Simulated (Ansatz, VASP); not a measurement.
# SrO: VASP beside Ansatz

INCAR

```
SYSTEM = SrO
AGGAC = 1.0
AGGAX = 1.0
ALDAC = 0.0
ALDAX = 1.0
ALGO = Normal
EDIFF = 1E-6
ENCUT = 600
GGA = B5
GGA_COMPAT = .FALSE.
ISIF = 2
ISMEAR = 0
LASPH = .TRUE.
LCHARG = .FALSE.
LREAL = .FALSE.
LWAVE = .FALSE.
NBANDS = 15
NELM = 120
PREC = Accurate
SIGMA = 0.05
```

The input KPOINTS:

```
k-points
0
G
  8 8 8
  0 0 0
```

The input POSCAR:

```
SrO
1.0
    0.0000000000      2.6025226277      2.6025226277
    2.6025226277      0.0000000000      2.6025226277
    2.6025226277      2.6025226277      0.0000000000
Sr O
1 1
Direct
    0.5000000000      0.5000000000      0.5000000000
    0.0000000000      0.0000000000      0.0000000000
```

Input for Ansatz:

```yaml
crystal:
  lattice:
    - [0.0, 2.6025226277, 2.6025226277]
    - [2.6025226277, 0.0, 2.6025226277]
    - [2.6025226277, 2.6025226277, 0.0]
  atoms:
    - { symbol: Sr, position: [0.5, 0.5, 0.5] }
    - { symbol: O, position: [0.0, 0.0, 0.0] }
basis:
  ecutwfc: 420
  ecutrho_ratio: 4
kpoints:
  mp_grid: { grid: [8, 8, 8] }
hamiltonian:
  xc: blyp
scf:
  occupations: { method: gaussian, width: 0.05 }
output:
  forces: true
  stress: true
  eigenvalues: true
```

Alike in both runs: task single point; functional BLYP; k mesh 8 × 8 × 8; occupations gaussian, width 0.05 eV; no spin polarisation.

```csv
,VASP,Ansatz
version,VASP 6.6.1,Ansatz 0.2.0
potentials or method,"VASP PAW PBE potentials, release 64 (Sr_sv, O), cutoff 600 eV","scalar-relativistic, plane waves, PAW"
valence electrons in the cell,16,16
```

|  | VASP | Ansatz | Ansatz less VASP |
| --- | --- | --- | --- |
| gap on the k mesh at the Fermi level (eV) | 3.41 | 3.46 | +0.054 |
| least direct gap on the mesh (eV) | 3.52 | 3.56 | +0.045 |
| pressure (GPa) | 2.5 | 2.1 | -0.43 |

VASP's potentials were made for PBE, not for BLYP.
